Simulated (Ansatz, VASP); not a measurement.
**BeTe: VASP beside Ansatz**

```
Be Te
1.0
     0.00000    2.77000    2.77000
     2.77000    0.00000    2.77000
     2.77000    2.77000    0.00000
Be Te
1 1
Direct
  0.00000 0.00000 0.00000
  0.75000 0.75000 0.75000
```

Alike in both runs: task single point; functional LDA; k mesh 8 × 8 × 8; occupations gaussian, width 0.05 eV; no spin polarisation.

|  | VASP | Ansatz |
| --- | --- | --- |
| version | VASP 6.6.1 | Ansatz 0.2.0 |
| potentials or method | VASP PAW LDA potentials, release 64 (Be, Te), cutoff 520 eV | scalar-relativistic, plane waves, PAW |
| valence electrons in the cell | 8 | 18 |

```tsv
	VASP	Ansatz	Ansatz less VASP
gap on the k mesh at the Fermi level (eV)	1.75	1.77	+0.020
least direct gap on the mesh (eV)	3.54	3.58	+0.038
pressure (GPa)	0.8	0.5	-0.29
```

LDA's correlation is that of Perdew and Zunger in VASP and of Perdew and Wang (1992) in Ansatz. VASP's potentials hold 8 valence electrons a cell and Ansatz's 18, so a difference there can come from the potentials and not from the codes.

Neither program's run includes spin-orbit coupling.
